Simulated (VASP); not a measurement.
A run of VASP 6.6.1:

Contents of INCAR:

```
AGGAC = 1.0
AGGAX = 1.0
ALDAC = 0.0
ALDAX = 1.0
ALGO = Normal
EDIFF = 1E-6
EDIFFG = -0.005
ENCUT = 600
GGA = B5
IBRION = 2
ISIF = 3
ISMEAR = -1
LASPH = True
LCHARG = False
LREAL = False
LWAVE = False
NELM = 80
NSW = 80
PREC = Accurate
SIGMA = 0.05
```

KPOINTS

```
k-points
0
Gamma
  9 9 9
```

POSCAR

```
Pb
1.0
    0.0000000000      2.4750200000      2.4750200000
    2.4750200000      0.0000000000      2.4750200000
    2.4750200000      2.4750200000      0.0000000000
Pb
1
Direct
    0.0000000000      0.0000000000      0.0000000000
```

Potentials or basis: VASP PAW PBE potentials, release 64 (Pb_d).

Launch:

```console
$ cat potpaw_PBE.64/Pb_d/POTCAR > POTCAR
$ mpirun -np 1 vasp_std > vasp.out
```

Hardware: 1 thread of Intel Xeon 6975P-C, on a shared host.

Task: How long does it take, and how much memory?

Result: Run time: 63 s on 1 thread of Intel Xeon 6975P-C, on a shared host, peak memory 0.17 GiB. Counts: scf iterations 40, k points 35, ion steps 5.
